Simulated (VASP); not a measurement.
# Si2N (I4/mmm) in VASP: notebook, part 2 of 2

VASP 6.6.1. Earlier steps stand in the parts before.

## 3. Single point, PBE, collinear spin, ferromagnetic start

This run uses another cell than the first one, of 10.94 Å³/atom, 0.743 times its volume.

INCAR reads:

```
  PREC = Accurate
  ENCUT = 520
  EDIFF = 1E-6
  ISMEAR = 0
  SIGMA = 0.1
  LREAL = False
  LASPH = True
  NELM = 150
  ALGO = Normal
  ISIF = 2
  LWAVE = False
  LCHARG = True
  ISPIN = 2
  MAGMOM = 0 0 1
  LORBIT = 11
  GGA = PE
  LELF = True
  LVHAR = True
  NBANDS = 18
```

KPOINTS reads:

```
Automatic mesh
0
Gamma
  8 8 8
```

POSCAR reads:

```
Si2N
1.0
   -1.3907990541      1.3907990541      4.2402685881
    1.3907990541     -1.3907990541      4.2402685881
    1.3907990541      1.3907990541     -4.2402685881
Si N
2 1
Direct
    0.6419822360      0.6419822360      0.0000000000
    0.3580177640      0.3580177640      0.0000000000
    0.0000000000      0.0000000000      0.0000000000
```

Potentials or basis: VASP PAW PBE potentials, release 64 (Si, N).

Started as:

```
> cat potpaw_PBE.64/Si/POTCAR potpaw_PBE.64/N/POTCAR > POTCAR
> mpirun -np 1 vasp_std > vasp.out
```

OUTCAR:

```text
PREC = Accurate
   ENCUT = 520
   EDIFF = 1E-6
   ISMEAR = 0
   LREAL = False
   LASPH = True
   NELM = 150
   ISIF = 2
   ISPIN = 2
   LORBIT = 11
   GGA = PE

 ion  position               nearest neighbor table
   1  0.642  0.642  0.000-   3 2.31   3 2.31   3 2.31   3 2.31   2 2.41   2 2.69   2 2.69   2 2.69
                             2 2.69
   2  0.358  0.358  0.000-   3 2.31   3 2.31   3 2.31   3 2.31   1 2.41   1 2.69   1 2.69   1 2.69
                             1 2.69
   3  0.000  0.000  0.000-   1 2.31   1 2.31   1 2.31   2 2.31   2 2.31   2 2.31   1 2.31   2 2.31

  LATTYP: Found a body centered tetragonal cell.
 ALAT       =     2.7815981082
 C/A-ratio  =     3.0488003106

  Lattice vectors:

 A1 = (  -1.3907990541,   1.3907990541,   4.2402685881)
 A2 = (   1.3907990541,  -1.3907990541,   4.2402685881)
 A3 = (   1.3907990541,   1.3907990541,  -4.2402685881)

Analysis of symmetry for initial positions (statically):
=====================================================================
 Subroutine PRICEL returns:
 Original cell was already a primitive cell.

 Routine SETGRP: Setting up the symmetry group for a
 body centered tetragonal supercell.

 Subroutine GETGRP returns: Found 16 space group operations
 (whereof 16 operations were pure point group operations)
 out of a pool of 16 trial point group operations.

The static configuration has the point symmetry D_4h.

Analysis of symmetry for dynamics (positions and initial velocities):
=====================================================================
 Subroutine PRICEL returns:
 Original cell was already a primitive cell.

 Routine SETGRP: Setting up the symmetry group for a
 body centered tetragonal supercell.

 Subroutine GETGRP returns: Found 16 space group operations
 (whereof 16 operations were pure point group operations)
 out of a pool of 16 trial point group operations.

The dynamic configuration has the point symmetry D_4h.

Analysis of structural, dynamic, and magnetic symmetry:
=====================================================================
 Subroutine PRICEL returns:
 Original cell was already a primitive cell.

 Routine SETGRP: Setting up the symmetry group for a
 body centered tetragonal supercell.

 Subroutine GETGRP returns: Found 16 space group operations
 (whereof 16 operations were pure point group operations)
 out of a pool of 16 trial point group operations.

The overall configuration has the point symmetry D_4h.

 Subroutine INISYM returns: Found 16 space group operations
 (whereof 16 operations are pure point group operations),
 and found     1 'primitive' translations

----------------------------------------------------------------------------------------

                                     Primitive cell

  volume of cell :      32.8082

  direct lattice vectors                    reciprocal lattice vectors
    -1.390799054  1.390799054  4.240268588     0.000000000  0.359505565  0.117917059
     1.390799054 -1.390799054  4.240268588     0.359505565  0.000000000  0.117917059
     1.390799054  1.390799054 -4.240268588     0.359505565  0.359505565  0.000000000

[... 79 lines left out ...]
   ISPIN  =      2    spin polarized calculation?
   LNONCOLLINEAR =      F non collinear calculations
   LSORBIT =      F    spin-orbit coupling
   LASPH  =      T    aspherical Exc in radial PAW
   ENCUT  =  520.0 eV  38.22 Ry    6.18 a.u.   8.69  8.69  8.69*2*pi/ulx,y,z
   NELM   =    150;   NELMIN=  2; NELMDL= -5     # of ELM steps
   EDIFF  = 0.1E-05   stopping-criterion for ELM
   LREAL  =      F    real-space projection
   EDIFFG = 0.1E-04   stopping-criterion for IOM
   NSW    =      0    number of steps for IOM
   IBRION =     -1    ionic relax: 0-MD 1-quasi-New 2-CG
   NFREE  =      0    steps in history (QN), initial steepest desc. (CG)
   ISIF   =      2    stress and relaxation
   ISYM   =      2    0-nonsym 1-usesym 2-fastsym
   POTIM  = 0.5000    time-step for ionic-motion
   TEBEG  =    0.0;   TEEND  =   0.0 temperature during run
   PSTRESS=    0.0 pullay stress
   NELECT =      13.0000    total number of electrons
   NUPDOWN=      -1.0000    fix difference up-down
   EMIN   =  10.00;   EMAX   =-10.00  energy-range for DOS
   EFERMI =   0.00;   METHOD = LEGACY
   ISMEAR =     0;   SIGMA  =   0.10  broadening in eV -4-tet -1-fermi 0-gaus
   EFERMI_NEDOS =   21; number of points for ismear=-14 and -15
   IALGO  =     38    algorithm
   IMIX   =      4    mixing-type and parameters
     AMIX     =   0.40;   BMIX     =  1.00
     AMIX_MAG =   1.60;   BMIX_MAG =  1.00
  volume/ion in A,a.u.               =      10.94        73.80
  Fermi-wavevector in a.u.,A,eV,Ry     =   1.202436  2.272274 19.672009  1.445852
  Thomas-Fermi vector in A             =   2.338217
   LORBIT       =     11    0 simple, 1 ext, 2 COOP (PROOUT), +10 PAW based schemes
   GGA     = PE    functional components
   LHFCALC =     F    Hartree Fock is set to
   AEXX    =    0.0000 exact exchange contribution
   IVDW    =     0    specifies the selected vdW correction
   LEPSILON=     F    determine dielectric tensor
   LRPA    =     F    only Hartree local field effects (RPA)
 spin polarized calculation
 Gauss-broadening in eV      SIGMA  =   0.10
  energy-cutoff  :      520.00
  volume of cell :       32.81
 maximum number of plane-waves:       908
   NGX = 17   NGY = 17   NGZ = 17

 number of electron      13.0000000 magnetization      -0.0002555

 number of electron      13.0000000 magnetization       0.0000063

 Free energy of the ion-electron system (eV)
  ---------------------------------------------------
  ext. energy  EPLUGINS =         0.00000000
  ---------------------------------------------------
  free energy    TOTEN  =       -16.41506380 eV

  energy without entropy =      -16.41095365  energy(sigma->0) =      -16.41300872

 E-fermi :  10.8698     XC(G=0): -11.8803

 val. band max:       10.8547628881   @ k =   0.3750   0.3750   0.0000
 cond. band min:      10.8763938014   @ k =   0.5000   0.5000   0.2500
 fundamental gap:      0.0216309133
 Fermi energy:        10.8698021304

 spin component 1

 k-point     1 :       0.0000    0.0000    0.0000
  band No.  band energies     occupation
      1      -7.3945      1.00000
      2       0.6428      1.00000
      3       2.1973      1.00000
      4       8.0046      1.00000
      5       8.0046      1.00000
      6       9.2253      1.00000
[... 493 lines left out ...]
     17      27.7280      0.00000
     18      29.9638      0.00000

 [... further k-points ...]

 spin component 2

 k-point     1 :       0.0000    0.0000    0.0000
  band No.  band energies     occupation
      1      -7.3944      1.00000
      2       0.6428      1.00000
      3       2.1973      1.00000
      4       8.0046      1.00000
      5       8.0046      1.00000
      6       9.2253      1.00000
[... 493 lines left out ...]
     17      27.7279      0.00000
     18      29.9638      0.00000

 [... further k-points ...]

------------------------ aborting loop because EDIFF is reached ----------------------------------------

  FORCE on cell =-STRESS in cart. coord.  units (eV):
  Direction    XX          YY          ZZ          XY          YZ          ZX
  --------------------------------------------------------------------------------------
  -------------------------------------------------------------------------------------
  Total       -0.0587480     -0.0587480     -0.1040575      0.0000000      0.0000000      0.0000000
  in kB       -2.8689392     -2.8689392     -5.0816149      0.0000000      0.0000000      0.0000000
  external PRESSURE =      -3.6064978 kB  Pullay stress =       0.0000000 kB

 VOLUME and BASIS-vectors are now :
 -----------------------------------------------------------------------------
  energy-cutoff  :      520.00
  volume of cell :       32.81
      direct lattice vectors                 reciprocal lattice vectors
    -1.390799054  1.390799054  4.240268588     0.000000000  0.359505565  0.117917059
     1.390799054 -1.390799054  4.240268588     0.359505565  0.000000000  0.117917059
     1.390799054  1.390799054 -4.240268588     0.359505565  0.359505565  0.000000000

 POSITION                                       TOTAL-FORCE (eV/Angst)
 -----------------------------------------------------------------------------------
      0.00000      0.00000      5.44435        -0.000000     -0.000000     -0.005175
      0.00000      0.00000      3.03618         0.000000      0.000000      0.005175
      0.00000      0.00000      0.00000         0.000000      0.000000      0.000000
 -----------------------------------------------------------------------------------
    total drift:                                0.000000      0.000000     -0.000000

  FREE ENERGIE OF THE ION-ELECTRON SYSTEM (eV)
  ---------------------------------------------------
  free  energy   TOTEN  =       -16.4150637968 eV

  energy  without entropy=      -16.4109536517  energy(sigma->0) =      -16.41300872

 total charge

# of ion       s       p       d       tot
------------------------------------------
    1        0.836   0.669   0.000   1.505
    2        0.836   0.669   0.000   1.505
    3        1.311   2.251   0.000   3.562
--------------------------------------------------
tot          2.983   3.589   0.000   6.572

 magnetization (x)

# of ion       s       p       d       tot
------------------------------------------
    1        0.000  -0.000   0.000  -0.000
    2        0.000  -0.000   0.000  -0.000
    3       -0.000  -0.000   0.000  -0.000
--------------------------------------------------
tot          0.000  -0.000   0.000  -0.000
```

OSZICAR:

```text
N       E                     dE             d eps       ncg     rms          rms(c)
DAV:   1     0.172388450092E+02    0.17239E+02   -0.54308E+03  4248   0.643E+02
DAV:   2    -0.157387994514E+02   -0.32978E+02   -0.30262E+02  5610   0.118E+02
DAV:   3    -0.169335216537E+02   -0.11947E+01   -0.11800E+01  5172   0.185E+01
DAV:   4    -0.169373217448E+02   -0.38001E-02   -0.37990E-02  5396   0.123E+00
DAV:   5    -0.169373347704E+02   -0.13026E-04   -0.13025E-04  5012   0.741E-02    0.750E+00
DAV:   6    -0.165241584050E+02    0.41318E+00   -0.42826E+00  4910   0.105E+01    0.352E+00
DAV:   7    -0.164259638681E+02    0.98195E-01   -0.43558E-01  4748   0.390E+00    0.194E+00
DAV:   8    -0.164155971270E+02    0.10367E-01   -0.51475E-02  4784   0.128E+00    0.368E-01
DAV:   9    -0.164149034307E+02    0.69370E-03   -0.25802E-03  5240   0.268E-01    0.147E-01
DAV:  10    -0.164150238429E+02   -0.12041E-03   -0.30526E-04  4908   0.105E-01    0.882E-02
DAV:  11    -0.164150596840E+02   -0.35841E-04   -0.42615E-05  5320   0.405E-02    0.334E-02
DAV:  12    -0.164150633930E+02   -0.37090E-05   -0.12076E-05  4964   0.223E-02    0.524E-03
DAV:  13    -0.164150637968E+02   -0.40378E-06   -0.14749E-06  3852   0.827E-03
   1 F= -.16415064E+02 E0= -.16413009E+02  d E =-.411015E-02  mag=    -0.0000
```

stdout:

```text
POSCAR found type information on POSCAR SiN
 POSCAR found :  2 types and       3 ions
 scaLAPACK will be used
 LDA part: xc-table for (Slater+PW92), standard interpolation
 POSCAR, INCAR and KPOINTS ok, starting setup
 FFT: planning ... GRIDC
 FFT: planning ... GRID_SOFT
 FFT: planning ... GRID
 WAVECAR not read
 entering main loop
```

Wall time 60 s (1 thread of Intel Xeon Platinum 8488C (Sapphire Rapids), shared host); peak memory 0.25 GiB.

Results:

```yaml
Free_energy: -16.4151 eV
Pressure: -0.4 GPa
Largest_force: 0.005 eV/Å
Net_moment: 0.00 μB per cell
Valence_electrons_inside_the_program's_atomic_spheres: Si 1.50; N 3.56
```

Forces on the atoms (eV/Å):
```
Si   0.000  0.000 -0.005
Si   0.000  0.000  0.005
N    0.000  0.000  0.000
```

Levels at points of the mesh, in eV from the Fermi level:
Spin up:
```
           k point  band 3  band 4  band 5  band 6  band 7  band 8  band 9  band 10
(0.00, 0.00, 0.00)   -8.67   -2.87   -2.87   -1.64    2.75    3.74    3.74     5.45
(0.50, 0.00, 0.00)   -7.72   -7.63   -2.32   -1.70   -0.22    3.53    5.56     5.84
(0.50, 0.50, 0.00)   -7.41   -6.20   -4.93   -4.25   -1.31   -0.99   -0.56     1.08
(0.50, 0.50, 0.50)   -3.46   -3.06   -3.06   -2.46    2.67    3.88    5.20     5.20
```
Spin down:
```tsv
k point	band 2	band 3	band 4	band 5	band 6	band 7	band 8	band 9	band 10	band 11
(0.00, 0.00, 0.00)	-10.23	-8.67	-2.87	-2.87	-1.64	2.75	3.74	3.74	5.45	6.35
(0.50, 0.00, 0.00)	-11.55	-7.72	-7.63	-2.32	-1.70	-0.22	3.53	5.55	5.84	5.84
(0.50, 0.50, 0.00)	-8.14	-7.41	-6.20	-4.93	-4.25	-1.31	-0.99	-0.56	1.08	6.28
(0.50, 0.50, 0.50)	-13.38	-3.46	-3.06	-3.06	-2.46	2.67	3.88	5.20	5.20	7.07
```

Caveat: the k points lie up to 0.40 Å⁻¹ apart.

## 4. Relaxation of cell and atoms, PBE

This run uses another cell than the first one, of 10.94 Å³/atom, 0.743 times its volume.

INCAR reads:

```
SYSTEM = Si2N
PREC     = Accurate       ! precision mode
ENCUT    = 600            ! plane-wave cutoff, eV
EDIFF    = 1E-7           ! SCF threshold, eV
ISMEAR   = 0              ! smearing method
SIGMA    = 0.1            ! smearing width, eV
LREAL    = .False.        ! projectors in reciprocal space
LASPH    = .True.         ! aspherical terms in the spheres
NELM     = 100            ! most SCF steps
ALGO     = Normal         ! electronic algorithm
ISIF     = 3              ! what is computed and relaxed
LWAVE    = .False.        ! write WAVECAR
LCHARG   = .False.        ! write CHGCAR
GGA      = PE             ! functional
IBRION   = 2              ! ionic algorithm
NSW      = 100            ! ionic steps
EDIFFG   = -0.01          ! ionic threshold
```

KPOINTS reads:

```
regular mesh
0
Gamma
  24 24 24
  0 0 0
```

POSCAR is that of step 3.

Started as:

```
> cat potpaw_PBE.64/Si/POTCAR potpaw_PBE.64/N/POTCAR > POTCAR
> mpirun -np 1 vasp_std > vasp.out
```

It took 30 min on 1 thread of Intel Xeon Platinum 8488C (Sapphire Rapids), shared host; peak memory 0.62 GiB.

It converged, with:

```yaml
Free_energy: -16.3828 eV
Relaxed_volume: 10.89 Å³/atom
Relaxed_cell: a = 4.670 Å, b = 4.670 Å, c = 4.670 Å, α = 145.41°, β = 145.41°, γ = 49.73°
Space_group_after_relaxing_to_0.05_Å: I4/mmm (No. 139)
Energy_gained_by_relaxing: 0.5 meV/atom
Ionic_steps: 6
Pressure_after_relaxing: 0.0 GPa
```

Step by step:
```tsv
step	energy change (eV)	largest force (eV/Å)	pressure (GPa)	volume (Å³)
1	0.0000	0.1484	-0.19	32.81
2	-0.0011	0.0193	-0.24	32.75
3	-0.0012	0.0133	-0.24	32.76
4	-0.0013	0.0113	0.02	32.68
5	-0.0013	0.0104	0.11	32.65
6	-0.0014	0.0010	-0.01	32.67
```

Final structure:
```yaml
crystal:
  lattice:
    - [-1.38842, 1.38842, 4.23707]
    - [1.38842, -1.38842, 4.23707]
    - [1.38842, 1.38842, -4.23707]
  atoms:
    - { symbol: Si, position: [0.64293, 0.64293, 0.00000] }
    - { symbol: Si, position: [0.35707, 0.35707, 0.00000] }
    - { symbol: N, position: [0.00000, 0.00000, 0.00000] }
```

Levels at points of the mesh, in eV from the Fermi level:
```csv
k point,band 4,band 5,band 6,band 7,band 8,band 9
"(0.00, 0.00, 0.00)",-2.96,-2.96,-1.69,2.68,3.61,3.61
"(0.50, 0.00, 0.00)",-7.79,-2.45,-1.80,-0.35,3.46,5.48
"(0.50, 0.50, 0.00)",-6.27,-5.07,-4.42,-1.41,-1.17,-0.69
"(0.50, 0.50, 0.50)",-3.15,-3.15,-2.60,2.60,3.77,5.06
```

## 5. Summary

| task | spin | cell | k mesh | cutoff (eV) | gap on the mesh (eV) | pressure (GPa) | largest force (eV/Å) |
| --- | --- | --- | --- | --- | --- | --- | --- |
| single point | off | a = 5.301 Å, angles 146.9, 146.9, 47.5°, 3 atoms | 8 × 8 × 8 | 520 | none | -20.2 | 1.66 |
| single point | collinear, ferromagnetic start | a = 4.674 Å, angles 145.4, 145.4, 49.8°, 3 atoms | 8 × 8 × 8 | 520 | none | -0.4 | 0.01 |
| relaxation of cell and atoms | off | relaxed from a = 4.674 Å, angles 145.4, 145.4, 49.8°, 3 atoms | 24 × 24 × 24 | 600 | none | 0.0 | - |

Alike in all rows: level PBE; potentials or basis VASP PAW PBE potentials, release 64 (Si, N); smearing gaussian 0.1 eV.

Caveats: some runs use coarse meshes; forces of over 1 eV/Å act on the atoms, so gaps and moduli don't describe the material at rest (some runs).

Absolute energies hang on the potentials; compare differences alone.
